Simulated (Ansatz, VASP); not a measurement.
C: VASP beside Ansatz

```xyz
2
Lattice="0.0000 1.7268 1.7268 1.7268 0.0000 1.7268 1.7268 1.7268 0.0000" Properties=species:S:1:pos:R:3 pbc="T T T"
C     1.7268    1.7268    1.7268
C     2.5902    2.5902    2.5902
```

Alike in both runs: task single point; functional PBE; k mesh 12 × 12 × 12; occupations gaussian, width 0.05 eV; no spin polarisation.

|  | VASP | Ansatz |
| --- | --- | --- |
| version | VASP 6.6.1 | Ansatz 0.2.0 |
| potentials or method | VASP PAW PBE potentials, release 64 (C), cutoff 520 eV | scalar-relativistic, plane waves, PAW |
| valence electrons in the cell | 8 | 8 |

|  | VASP | Ansatz | Ansatz less VASP |
| --- | --- | --- | --- |
| gap on the k mesh at the Fermi level (eV) | 4.38 | 4.39 | +0.011 |
| least direct gap on the mesh (eV) | 5.86 | 5.86 | +0.004 |

With one functional, cell and mesh, what is left measures potentials, basis and numerics.
